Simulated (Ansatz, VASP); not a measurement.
# One calculation of SrInH3, two programs

Contents of INCAR:

```
  PREC = Accurate
  ENCUT = 600
  EDIFF = 1E-6
  ISMEAR = 0
  SIGMA = 0.02
  LREAL = F
  LASPH = T
  NELM = 80
  ALGO = Normal
  ISIF = 3
  LWAVE = F
  LCHARG = F
  GGA = PE
  IBRION = 2
  NSW = 100
  EDIFFG = -0.01
```

Contents of KPOINTS:

```
regular mesh
0
Gamma
  8 8 8
```

Contents of POSCAR:

```
SrInH3
1.0
    4.6544572324      0.0000000000      0.0000000000
    0.0000000000      4.6544572324      0.0000000000
    0.0000000000      0.0000000000      4.6544572324
Sr In H
1 1 3
Direct
    0.5000000000      0.5000000000      0.5000000000
    0.0000000000      0.0000000000      0.0000000000
    0.5000000000      0.5000000000      0.0000000000
    0.5000000000      0.0000000000      0.5000000000
    0.0000000000      0.5000000000      0.5000000000
```

Input for Ansatz:

```yaml
crystal:
  lattice:
    - [4.6544572324, 0.0, 0.0]
    - [0.0, 4.6544572324, 0.0]
    - [0.0, 0.0, 4.6544572324]
  atoms:
    - { symbol: Sr, position: [0.5, 0.5, 0.5] }
    - { symbol: In, position: [0.0, 0.0, 0.0] }
    - { symbol: H, position: [0.5, 0.5, 0.0] }
    - { symbol: H, position: [0.5, 0.0, 0.5] }
    - { symbol: H, position: [0.0, 0.5, 0.5] }
basis:
  ecutwfc: 420
kpoints:
  mp_grid: { grid: [8, 8, 8] }
hamiltonian:
  xc: pbe
scf:
  occupations: { method: gaussian, width: 0.02 }
output:
  forces: true
  stress: true
  eigenvalues: true
  write_density: true
  write_potential: true
  elf: true
  volumetric_format: npy
relax:
  adjacent_minimum: "off"
  f_tol: 0.01
  max_steps: 80
  cell: { stress_tol: 0.05 }
```

Change from the starting cell: species swapped into the Ca3TlN type (Pm-3m, No. 221).

Alike in both runs: task relaxation of cell and atoms; functional PBE; k mesh 8 × 8 × 8; occupations gaussian, width 0.02 eV; no spin polarisation.

```csv
,VASP,Ansatz
version,VASP 6.6.1,Ansatz 0.2.0
potentials or method,"VASP PAW PBE potentials, release 64 (Sr_sv, In_d, H), cutoff 600 eV","scalar-relativistic, plane waves, PAW"
valence electrons in the cell,26,26
```

|  | VASP | Ansatz | Ansatz less VASP |
| --- | --- | --- | --- |
| gap on the k mesh at the Fermi level, each at its own relaxed structure (eV) | 0.38 | 0.37 | -0.010 |
| relaxed volume (Å³/atom) | 20.37 | 20.27 | -0.108 |
| relaxed cell length with the largest relative difference (Å) | 4.670 | 4.662 | -0.0083 |
